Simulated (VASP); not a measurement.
# Pb (I4/mmm) in VASP: a series of runs

Pb is run at these levels: PBEsol; tasks: single point.

Program: VASP 6.6.1. These are calculated values, not measurements. Logs are shortened: lines on timing, memory, paths and dates and some standing lists are left out, and cuts for length are marked.

**1. The cell of the first run**

The structure is tetragonal, space group I4/mmm (No. 139). The conventional cell has a = 3.493 Å, b = 3.493 Å, c = 5.335 Å, α = 90.00°, β = 90.00°, γ = 90.00°. Pb (site symmetry 4/mmm) has 12 Pb at 3.49 to 3.64 Å within 4.6 Å.

**2. Single point, PBEsol (strain +0.000 along x and y, +0.080 along z)**

File INCAR:

```
SYSTEM = Pb
PREC = Accurate ; ENCUT = 520
EDIFF = 1E-6 ; ISMEAR = 0
SIGMA = 0.15 ; LREAL = .FALSE.
LASPH = .TRUE. ; NELM = 80
ALGO = Fast ; ISIF = 2
LWAVE = .FALSE. ; LCHARG = .TRUE.
GGA = PS ; LELF = .TRUE.
LVHAR = .TRUE. ; NBANDS = 13
```

File KPOINTS:

```
Automatic mesh
0
G
  16 16 16
  0 0 0
```

File POSCAR:

```
Pb
1.0
    0.0000000000      2.4698000000      2.6673840000
    2.4698000000      0.0000000000      2.6673840000
    2.4698000000      2.4698000000      0.0000000000
Pb
1
Direct
    0.0000000000      0.0000000000      0.0000000000
```

Potentials or basis: VASP PAW PBE potentials, release 64 (Pb_d).

The run is started by

```
> cat potpaw_PBE.64/Pb_d/POTCAR > POTCAR
> mpirun -np 1 vasp_std > vasp.out
```

OUTCAR:

```text
SYSTEM = Pb
   PREC = Accurate
   ENCUT = 520
   EDIFF = 1E-6
   ISMEAR = 0
   LREAL = .FALSE.
   LASPH = .TRUE.
   NELM = 80
   ISIF = 2
   GGA = PS

 ion  position               nearest neighbor table
   1  0.000  0.000  0.000-

  LATTYP: Found a body centered tetragonal cell.
 ALAT       =     3.4928246563
 C/A-ratio  =     1.5273506474

  Lattice vectors:

 A1 = (  -2.4698000000,   0.0000000000,   2.6673840000)
 A2 = (   2.4698000000,   0.0000000000,   2.6673840000)
 A3 = (   0.0000000000,   2.4698000000,  -2.6673840000)

Analysis of symmetry for initial positions (statically):
=====================================================================
 Subroutine PRICEL returns:
 Original cell was already a primitive cell.

 Routine SETGRP: Setting up the symmetry group for a
 body centered tetragonal supercell.

 Subroutine GETGRP returns: Found 16 space group operations
 (whereof 16 operations were pure point group operations)
 out of a pool of 16 trial point group operations.

The static configuration has the point symmetry D_4h.

Analysis of symmetry for dynamics (positions and initial velocities):
=====================================================================
 Subroutine PRICEL returns:
 Original cell was already a primitive cell.

 Routine SETGRP: Setting up the symmetry group for a
 body centered tetragonal supercell.

 Subroutine GETGRP returns: Found 16 space group operations
 (whereof 16 operations were pure point group operations)
 out of a pool of 16 trial point group operations.

The dynamic configuration has the point symmetry D_4h.

 Subroutine INISYM returns: Found 16 space group operations
 (whereof 16 operations are pure point group operations),
 and found     1 'primitive' translations

----------------------------------------------------------------------------------------

                                     Primitive cell

  volume of cell :      32.5416

  direct lattice vectors                    reciprocal lattice vectors
     0.000000000  2.469800000  2.667384000    -0.202445542  0.202445542  0.187449576
     2.469800000  0.000000000  2.667384000     0.202445542 -0.202445542  0.187449576
     2.469800000  2.469800000  0.000000000     0.202445542  0.202445542 -0.187449576

  length of vectors
     3.635223438  3.635223438  3.492824656     0.342207157  0.342207157  0.342207157

  position of ions in fractional coordinates (direct lattice)
     0.000000000  0.000000000  0.000000000

  ion indices of the primitive-cell ions
   primitive index   ion index
                 1           1

----------------------------------------------------------------------------------------

 KPOINTS: Automatic mesh

Automatic generation of k-mesh.
 Grid dimensions read from file:
 generate k-points for:   16   16   16

 Generating k-lattice:

  Cartesian coordinates                     Fractional coordinates (reciprocal lattice)
    -0.012652846  0.012652846  0.011715599     0.062500000  0.000000000  0.000000000
     0.012652846 -0.012652846  0.011715599     0.000000000  0.062500000  0.000000000
     0.012652846  0.012652846 -0.011715599     0.000000000  0.000000000  0.062500000

  Length of vectors
     0.021387947  0.021387947  0.021387947

  Shift w.r.t. Gamma in fractional coordinates (k-lattice)
     0.000000000  0.000000000  0.000000000

 Subroutine IBZKPT returns following result:
 ===========================================

 Found    349 irreducible k-points:

 Following reciprocal coordinates:
            Coordinates               Weight
  0.000000  0.000000  0.000000      1.000000
  0.062500  0.000000  0.000000      8.000000
  0.125000  0.000000  0.000000      8.000000
  0.187500  0.000000  0.000000      8.000000
  0.250000  0.000000  0.000000      8.000000
  0.312500  0.000000  0.000000      8.000000
[... 16 lines left out ...]
 -0.125000  0.062500  0.000000      8.000000
 -0.062500  0.062500  0.000000      4.000000
 [... further k-points ...]
   k-points           NKPTS =    349   k-points in BZ     NKDIM =    349   number of bands    NBANDS=     13
   number of dos      NEDOS =    301   number of ions     NIONS =      1
   total plane-waves  NPLWV =  21952
   dimension x,y,z NGX =    28 NGY =   28 NGZ =   28
   dimension x,y,z NGXF=    56 NGYF=   56 NGZF=   56
   ions per type =               1
   NGX,Y,Z   is equivalent  to a cutoff of  12.80, 12.80, 13.33 a.u.
   NGXF,Y,Z  is equivalent  to a cutoff of  25.61, 25.61, 26.65 a.u.
 SYSTEM =  Pb
   PREC   = accura    normal or accurate (medium, high low for compatibility)
   ISTART =      0    job   : 0-new  1-cont  2-samecut
   ICHARG =      2    charge: 1-file 2-atom 10-const
   ISPIN  =      1    spin polarized calculation?
   LNONCOLLINEAR =      F non collinear calculations
   LSORBIT =      F    spin-orbit coupling
   LASPH  =      T    aspherical Exc in radial PAW
   ENCUT  =  520.0 eV  38.22 Ry    6.18 a.u.   6.76  6.76  6.49*2*pi/ulx,y,z
   NELM   =     80;   NELMIN=  2; NELMDL= -5     # of ELM steps
   EDIFF  = 0.1E-05   stopping-criterion for ELM
   LREAL  =      F    real-space projection
   EDIFFG = 0.1E-04   stopping-criterion for IOM
   NSW    =      0    number of steps for IOM
   IBRION =     -1    ionic relax: 0-MD 1-quasi-New 2-CG
   NFREE  =      0    steps in history (QN), initial steepest desc. (CG)
   ISIF   =      2    stress and relaxation
   ISYM   =      2    0-nonsym 1-usesym 2-fastsym
   POTIM  = 0.5000    time-step for ionic-motion
   TEBEG  =    0.0;   TEEND  =   0.0 temperature during run
   PSTRESS=    0.0 pullay stress
   NELECT =      14.0000    total number of electrons
   NUPDOWN=      -1.0000    fix difference up-down
   EMIN   =  10.00;   EMAX   =-10.00  energy-range for DOS
   EFERMI =   0.00;   METHOD = LEGACY
   ISMEAR =     0;   SIGMA  =   0.15  broadening in eV -4-tet -1-fermi 0-gaus
   EFERMI_NEDOS =   21; number of points for ismear=-14 and -15
   IALGO  =     68    algorithm
   IMIX   =      4    mixing-type and parameters
     AMIX     =   0.40;   BMIX     =  1.00
     AMIX_MAG =   1.60;   BMIX_MAG =  1.00
  volume/ion in A,a.u.               =      32.54       219.60
  Fermi-wavevector in a.u.,A,eV,Ry     =   1.235865  2.335447 20.781036  1.527363
  Thomas-Fermi vector in A             =   2.370497
   LORBIT       =      0    0 simple, 1 ext, 2 COOP (PROOUT), +10 PAW based schemes
   GGA     = PS    functional components
   LHFCALC =     F    Hartree Fock is set to
   AEXX    =    0.0000 exact exchange contribution
   IVDW    =     0    specifies the selected vdW correction
   LEPSILON=     F    determine dielectric tensor
   LRPA    =     F    only Hartree local field effects (RPA)
 non-spin polarized calculation
 RMM-DIIS sequential band-by-band and
 Gauss-broadening in eV      SIGMA  =   0.15
  energy-cutoff  :      520.00
  volume of cell :       32.54
 maximum number of plane-waves:       906
   NGX = 13   NGY = 13   NGZ = 13

 number of electron      14.0000004 magnetization

 Free energy of the ion-electron system (eV)
  ---------------------------------------------------
  ext. energy  EPLUGINS =         0.00000000
  ---------------------------------------------------
  free energy    TOTEN  =        -3.97162287 eV

  energy without entropy =       -3.96631004  energy(sigma->0) =       -3.96896646

 E-fermi :   6.3438     XC(G=0): -10.0058

 val. band max:        6.3332843799   @ k =  -0.2500   0.0625   0.0000
 cond. band min:       6.3442818001   @ k =  -0.4375   0.1875   0.3750
 fundamental gap:      0.0109974202
 Fermi energy:         6.3438353292

 k-point     1 :       0.0000    0.0000    0.0000
  band No.  band energies     occupation
      1     -10.6662      2.00000
      2     -10.5813      2.00000
      3     -10.5813      2.00000
      4     -10.5350      2.00000
      5     -10.4609      2.00000
      6      -4.9733      2.00000
      7      13.1914      0.00000
      8      13.1914      0.00000
      9      13.2238      0.00000
     10      16.1046      0.00000
     11      16.7731      0.00000
     12      18.2542      0.00000
     13      18.4182      0.00000

 k-point     2 :       0.0625    0.0000    0.0000
  band No.  band energies     occupation
      1     -10.6612      2.00000
      2     -10.5811      2.00000
      3     -10.5771      2.00000
      4     -10.5339      2.00000
      5     -10.4624      2.00000
      6      -4.9034      2.00000
      7      12.3080      0.00000
      8      13.0855      0.00000
      9      13.1370      0.00000
     10      15.8529      0.00000
     11      17.2665      0.00000
     12      18.3746      0.00000
     13      18.5747      0.00000

 k-point     3 :       0.1250    0.0000    0.0000
  band No.  band energies     occupation
      1     -10.6492      2.00000
      2     -10.5821      2.00000
      3     -10.5661      2.00000
      4     -10.5272      2.00000
      5     -10.4656      2.00000
      6      -4.6938      2.00000
      7      10.5879      0.00000
      8      12.7493      0.00000
      9      12.9923      0.00000
     10      15.4880      0.00000
     11      17.8465      0.00000
     12      18.0955      0.00000
     13      18.9742      0.00000
[... 305 lines left out ...]
 k-point    23 :      -0.1250    0.0625    0.0000
  band No.  band energies     occupation
      1     -10.6289      2.00000
      2     -10.5924      2.00000
      3     -10.5601      2.00000
      4     -10.5105      2.00000
      5     -10.4775      2.00000
      6      -4.5120      2.00000
      7       9.7686      0.00000
      8      11.6631      0.00000
      9      13.3320      0.00000
     10      15.7279      0.00000
     11      17.9212      0.00000
     12      18.7461      0.00000
     13      18.8260      0.00000

 k-point    24 :      -0.0625    0.0625    0.0000
  band No.  band energies     occupation
      1     -10.6449      2.00000
      2     -10.5873      2.00000
      3     -10.5720      2.00000
      4     -10.5260      2.00000
      5     -10.4696      2.00000
      6      -4.7773      2.00000
      7      11.3520      0.00000
      8      12.3671      0.00000
      9      13.3083      0.00000
     10      15.7576      0.00000
     11      17.4936      0.00000
     12      18.5186      0.00000
     13      18.9658      0.00000

 [... further k-points ...]

------------------------ aborting loop because EDIFF is reached ----------------------------------------

  FORCE on cell =-STRESS in cart. coord.  units (eV):
  Direction    XX          YY          ZZ          XY          YZ          ZX
  --------------------------------------------------------------------------------------
  -------------------------------------------------------------------------------------
  Total       -0.5888152     -0.5888152     -0.7530562      0.0000000      0.0000000      0.0000000
  in kB      -28.9901515    -28.9901515    -37.0765113      0.0000000      0.0000000      0.0000000
  external PRESSURE =     -31.6856047 kB  Pullay stress =       0.0000000 kB

 VOLUME and BASIS-vectors are now :
 -----------------------------------------------------------------------------
  energy-cutoff  :      520.00
  volume of cell :       32.54
      direct lattice vectors                 reciprocal lattice vectors
     0.000000000  2.469800000  2.667384000    -0.202445542  0.202445542  0.187449576
     2.469800000  0.000000000  2.667384000     0.202445542 -0.202445542  0.187449576
     2.469800000  2.469800000  0.000000000     0.202445542  0.202445542 -0.187449576

 POSITION                                       TOTAL-FORCE (eV/Angst)
 -----------------------------------------------------------------------------------
      0.00000      0.00000      0.00000        -0.000000     -0.000000     -0.000000
 -----------------------------------------------------------------------------------
    total drift:                               -0.000000     -0.000000     -0.000000

  FREE ENERGIE OF THE ION-ELECTRON SYSTEM (eV)
  ---------------------------------------------------
  free  energy   TOTEN  =        -3.9716228704 eV

  energy  without entropy=       -3.9663100438  energy(sigma->0) =       -3.96896646
```

Wall time 61 s (1 thread of Intel Xeon 6975P-C (Granite Rapids), shared host); peak memory 0.26 GiB.

What came out:

```
Free energy            : -3.9716 eV
Pressure               : -3.2 GPa
Band gap on the k mesh : zero (bands 7 and 8 overlap by 8.58 eV)
```

Caveat: the cell differs from its parent crystal (strain +0.000 along x and y, +0.080 along z); the cell stands under tension; the PAW data sets were made with another functional, which shifts forces and pressure a little; spin-orbit coupling is left out, which moves the levels of the heavy elements.

**3. Single point, PBEsol (strain +0.040 along x and y, +0.000 along z)**

File INCAR:

```
ALGO     = Fast           # electronic algorithm
EDIFF    = 1E-6           # SCF threshold, eV
ENCUT    = 520            # plane-wave cutoff, eV
GGA      = PS             # functional
ISIF     = 2              # what is computed and relaxed
ISMEAR   = 0              # smearing method
LASPH    = True           # aspherical terms in the spheres
LCHARG   = False          # write CHGCAR
LREAL    = False          # projectors in reciprocal space
LWAVE    = False          # write WAVECAR
NBANDS   = 13             # bands
NELM     = 100            # most SCF steps
PREC     = Accurate       # precision mode
SIGMA    = 0.15           # smearing width, eV
```

File KPOINTS:

```
k-points
0
Gamma
  16 16 16
```

File POSCAR:

```
Pb
1.0
    0.0000000000      2.5685920000      2.4698000000
    2.5685920000      0.0000000000      2.4698000000
    2.5685920000      2.5685920000      0.0000000000
Pb
1
Direct
    0.0000000000      0.0000000000      0.0000000000
```

Potentials or basis: VASP PAW PBE potentials, release 64 (Pb_d).

The run is started by

```
> cat potpaw_PBE.64/Pb_d/POTCAR > POTCAR
> mpirun -np 1 vasp_std > vasp.out
```

OUTCAR:

```text
EDIFF = 1E-6
   ENCUT = 520
   GGA = PS
   ISIF = 2
   ISMEAR = 0
   LASPH = True
   LREAL = False
   NELM = 100
   PREC = Accurate

 ion  position               nearest neighbor table
   1  0.000  0.000  0.000-

  LATTYP: Found a body centered tetragonal cell.
 ALAT       =     3.6325376426
 C/A-ratio  =     1.3598207331

  Lattice vectors:

 A1 = (   0.0000000000,  -2.5685920000,  -2.4698000000)
 A2 = (   0.0000000000,   2.5685920000,  -2.4698000000)
 A3 = (   2.5685920000,   0.0000000000,   2.4698000000)

Analysis of symmetry for initial positions (statically):
=====================================================================
 Subroutine PRICEL returns:
 Original cell was already a primitive cell.

 Routine SETGRP: Setting up the symmetry group for a
 body centered tetragonal supercell.

 Subroutine GETGRP returns: Found 16 space group operations
 (whereof 16 operations were pure point group operations)
 out of a pool of 16 trial point group operations.

The static configuration has the point symmetry D_4h.

Analysis of symmetry for dynamics (positions and initial velocities):
[... 172 lines left out ...]
      6      -4.9774      2.00000
      7      13.1371      0.00000
      8      13.2004      0.00000
      9      13.2004      0.00000
     10      16.0460      0.00000
     11      16.7343      0.00000
     12      18.2720      0.00000
     13      18.3450      0.00000
[... 354 lines left out ...]
  band No.  band energies     occupation
      1     -10.6375      2.00000
      2     -10.6267      2.00000
      3     -10.5865      2.00000
      4     -10.5336      2.00000
      5     -10.4926      2.00000
      6      -4.7966      2.00000
      7      11.5540      0.00000
      8      12.3263      0.00000
      9      13.2197      0.00000
     10      15.7448      0.00000
     11      17.4902      0.00000
     12      18.3601      0.00000
     13      18.7613      0.00000

 [... further k-points ...]

------------------------ aborting loop because EDIFF is reached ----------------------------------------

  FORCE on cell =-STRESS in cart. coord.  units (eV):
  Direction    XX          YY          ZZ          XY          YZ          ZX
  --------------------------------------------------------------------------------------
  -------------------------------------------------------------------------------------
  Total       -0.7184842     -0.7184842     -0.5834701      0.0000000     -0.0000000      0.0000000
  in kB      -35.3220414    -35.3220414    -28.6844914      0.0000000     -0.0000000      0.0000000
  external PRESSURE =     -33.1095247 kB  Pullay stress =       0.0000000 kB

 VOLUME and BASIS-vectors are now :
 -----------------------------------------------------------------------------
  energy-cutoff  :      520.00
  volume of cell :       32.59
      direct lattice vectors                 reciprocal lattice vectors
     0.000000000  2.568592000  2.469800000    -0.194659175  0.194659175  0.202445542
     2.568592000  0.000000000  2.469800000     0.194659175 -0.194659175  0.202445542
     2.568592000  2.568592000  0.000000000     0.194659175  0.194659175 -0.202445542

 POSITION                                       TOTAL-FORCE (eV/Angst)
 -----------------------------------------------------------------------------------
      0.00000      0.00000      0.00000         0.000000     -0.000000      0.000000
 -----------------------------------------------------------------------------------
    total drift:                               -0.000000     -0.000000     -0.000000

  FREE ENERGIE OF THE ION-ELECTRON SYSTEM (eV)
  ---------------------------------------------------
  free  energy   TOTEN  =        -3.9732702785 eV

  energy  without entropy=       -3.9669026944  energy(sigma->0) =       -3.97008649
```

stdout:

```text
POSCAR found type information on POSCAR Pb
 POSCAR found :  1 types and       1 ions
 scaLAPACK will be used
 -----------------------------------------------------------------------------
|                                                                             |
|                                                                             |
|     You enforced a specific xc type in the INCAR file but a different       |
|     I HOPE YOU KNOW WHAT YOU ARE DOING!                                     |
|                                                                             |
 -----------------------------------------------------------------------------

 LDA part: xc-table for (Slater+PW92), standard interpolation
 POSCAR, INCAR and KPOINTS ok, starting setup
 FFT: planning ... GRIDC
 FFT: planning ... GRID_SOFT
 FFT: planning ... GRID
 WAVECAR not read
 entering main loop
WARNING in EDDRMM: call to ZHEGV failed, returncode =   6  3     12
WARNING in EDDRMM: call to ZHEGV failed, returncode =   8  4     13
WARNING in EDDRMM: call to ZHEGV failed, returncode =   8  4     11
WARNING in EDDRMM: call to ZHEGV failed, returncode =   6  3     12
```

Wall time 59 s (1 thread of Intel Xeon 6975P-C (Granite Rapids), shared host); peak memory 0.26 GiB.

Results:

```
Free energy            : -3.9733 eV
Pressure               : -3.3 GPa
Band gap on the k mesh : zero (bands 7 and 8 overlap by 8.42 eV)
```

Caveat: the cell differs from its parent crystal (strain +0.040 along x and y, +0.000 along z); the cell stands under tension; the PAW data sets were made with another functional, which shifts forces and pressure a little; spin-orbit coupling is left out, which moves the levels of the heavy elements.
